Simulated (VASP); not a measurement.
A run of VASP 6.6.1 is set up as follows.

Contents of INCAR:

```
SYSTEM = Al
PREC = Accurate
ENCUT = 520
EDIFF = 1E-6
ISMEAR = -1
SIGMA = 0.1
LREAL = .FALSE.
LASPH = .TRUE.
NELM = 80
ALGO = Normal
ISIF = 2
LWAVE = .FALSE.
LCHARG = .TRUE.
GGA = RE
LELF = .TRUE.
LVHAR = .TRUE.
NBANDS = 8
```

File KPOINTS:

```
Automatic mesh
0
G
  12 12 12
  0 0 0
```

The input POSCAR:

```
Al
1.0
    2.7352851507      0.0000000000      0.0000000000
    0.0000000000      2.7352851507      0.0000000000
    0.0000000000      0.0000000000      2.7352851507
Al
1
Direct
    0.0000000000      0.0000000000      0.0000000000
```

Potentials or basis: VASP PAW PBE potentials, release 64 (Al).

Launch:

```sh
$ cat potpaw_PBE.64/Al/POTCAR > POTCAR
$ mpirun -np 1 vasp_std > vasp.out
```

(1) What does it give for the pressure?

Results:

(1) -0.1 GPa.

Caveat: the PAW data sets were made with another functional, which shifts forces and pressure a little.
